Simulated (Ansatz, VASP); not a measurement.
Ti in VASP and in Ansatz

```
Ti
1.0
     0.00000    2.27864    1.80742
     2.27864    0.00000    1.80742
     2.27864    2.27864    0.00000
Ti
1
Direct
  0.00000 0.00000 0.00000
```

Alike in both runs: task single point; functional PBE; k mesh 20 × 20 × 20; occupations gaussian, width 0.15 eV; no spin polarisation.

|  | VASP | Ansatz |
| --- | --- | --- |
| version | VASP 6.6.1 | Ansatz 0.2.0 |
| potentials or method | VASP PAW PBE potentials, release 64 (Ti_sv), cutoff 520 eV | scalar-relativistic, plane waves, PAW |
| valence electrons in the cell | 12 | 12 |

VASP gave:

```
gap on the k mesh at the Fermi level (eV)                     : none
pressure (GPa)                                                : -7.6
traceless stress, the component that is largest in VASP (GPa) : 1.74
```

Task: Which values does Ansatz return?

Result: gap on the k mesh at the Fermi level (eV): none; pressure (GPa): -7.5; traceless stress, the component that is largest in VASP (GPa): 1.74.

A gap of «none» marks a metal or a gap that the smearing closes.
